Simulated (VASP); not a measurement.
Input of a VASP 6.6.1 run:

The input POSCAR:

```
Mo
1.0
    2.7355103972      0.0000000000      0.0000000000
   -1.3677551986      2.3690214963      0.0000000000
    0.0000000000      0.0000000000      2.5168529895
Mo
1
Direct
    0.0000000000      0.0000000000      0.5000000000
```

INCAR.step1

```
  PREC = Accurate
  ENCUT = 520
  ISMEAR = 0
  SIGMA = 0.15
  LREAL = False
  LASPH = True
  NELM = 60
  NBANDS = 13
  GGA = PE
  ALGO = Normal
  EDIFF = 1E-4
  LWAVE = True
  LCHARG = False
```

File INCAR.step2:

```
  PREC = Accurate
  ENCUT = 520
  EDIFF = 1E-6
  ISMEAR = 0
  SIGMA = 0.15
  LREAL = False
  LASPH = True
  NELM = 60
  ALGO = Normal
  ISIF = 2
  LWAVE = False
  LCHARG = True
  METAGGA = R2SCAN
  LMIXTAU = True
  LELF = True
  LVHAR = True
  NBANDS = 13
  ISTART = 1
```

File KPOINTS:

```
regular mesh
0
Gamma
  18 18 18
```

Potentials or basis: VASP PAW PBE potentials, release 64 (Mo_sv).

Command:

```console
$ cat potpaw_PBE.64/Mo_sv/POTCAR > POTCAR
$ cp INCAR.step1 INCAR
$ mpirun -np 1 vasp_std > vasp.out
$ cp INCAR.step2 INCAR
$ mpirun -np 1 vasp_std > vasp.out
```

(1) Estimate the pressure.

(2) Predict the band gap on the k mesh.

Answers

(1) 5.0 GPa.

(2) zero (bands 7 and 8 overlap by 1.93 eV).

Caveat: the cell differs from its parent crystal (strain +0.000 along x and y, -0.015 along z); the cell stands under pressure; the PAW data sets were made with another functional, which shifts forces and pressure a little.
